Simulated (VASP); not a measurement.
Write the native input for VASP 6.6.1 that does the following.

```yaml
Task: relaxation of cell and atoms
Functional: PBE
Potentials_or_basis: VASP PAW PBE potentials, release 64 (Ga_d, Sb)
Cutoff: 600 eV
k_mesh: 12 × 12 × 4
Occupations: gaussian, width 0.1 eV
Spin: no spin polarisation
Dipole_correction: no
Further_INCAR_settings: ALGO = Normal; EDIFF = 1e-07; IBRION = 2; EDIFFG = -0.01; NSW = 100; ISIF = 3
```

The structure of GaSb5 lies in POSCAR:

```
GaSb5
1.0
    3.3155672524      0.0000000000      0.0000000000
   -1.6577836262      2.8713654686      0.0000000000
    0.0000000000      0.0000000000     16.6696836286
Ga Sb
1 5
Direct
    0.0000000000      0.0000000000      0.0000000000
    0.6666666667      0.3333333333      0.8403181695
    0.0000000000      0.0000000000      0.6702019191
    0.6666666667      0.3333333333      0.5000000000
    0.0000000000      0.0000000000      0.3297980809
    0.6666666667      0.3333333333      0.1596818305
```

The cell was generated, and may not be a known phase.

The input as run:

INCAR

```
SYSTEM = GaSb5
PREC = Accurate
ENCUT = 600
EDIFF = 1E-7
ISMEAR = 0
SIGMA = 0.1
LREAL = .False.
LASPH = .True.
NELM = 100
ALGO = Normal
ISIF = 3
LWAVE = .False.
LCHARG = .False.
GGA = PE
IBRION = 2
NSW = 100
EDIFFG = -0.01
```

KPOINTS

```
regular mesh
0
Gamma
  12 12 4
  0 0 0
```

Potentials or basis: VASP PAW PBE potentials, release 64 (Ga_d, Sb).

Run with:

```sh
$ cat potpaw_PBE.64/Ga_d/POTCAR potpaw_PBE.64/Sb/POTCAR > POTCAR
$ mpirun -np 1 vasp_std > vasp.out
```

Results of the run:

| Quantity | Value |
| --- | --- |
| Relaxed volume | 26.26 Å³/atom |
| Relaxed cell | a = 3.373 Å, b = 3.373 Å, c = 15.995 Å, α = 90.00°, β = 90.00°, γ = 120.00° |
| Space group after relaxing (to 0.1 Å) | P-6m2 (No. 187) |
| Energy gained by relaxing | 6.5 meV/atom |
| Ionic steps | 26 |
| Pressure after relaxing | 0.0 GPa |

Caveat: the highest band is partly filled, so the run has too few bands.

It took 80 min on 1 thread of Intel(R) Xeon(R) Platinum 8488C (Sapphire Rapids), on a shared host, peak memory 0.52 GiB.
